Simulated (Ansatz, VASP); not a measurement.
# One calculation of GaSb, two programs

```
Ga Sb
1.0
     0.00000    3.06588    3.06588
     3.06588    0.00000    3.06588
     3.06588    3.06588    0.00000
Ga Sb
1 1
Cartesian
  0.0000 0.0000 0.0000
  1.5329 1.5329 1.5329
```

Alike in both runs: task single point; functional r2SCAN; k mesh 8 × 8 × 8; occupations fermi-dirac, width 0.02 eV; non-collinear spin, spin-orbit coupling.

|  | VASP | Ansatz |
| --- | --- | --- |
| version | VASP 6.6.1 | Ansatz 0.2.0 |
| potentials or method | VASP PAW PBE potentials, release 64 (Ga_d, Sb_d_GW) | plane waves, PAW |
| plane-wave cutoff (eV) | 550 | 500 |
| valence electrons in the cell | 28 | 28 |

```tsv
	VASP	Ansatz	Ansatz less VASP
pressure (GPa)	0.0	0.0	-0.03
```

VASP's potentials were made for PBE, not for r2SCAN.
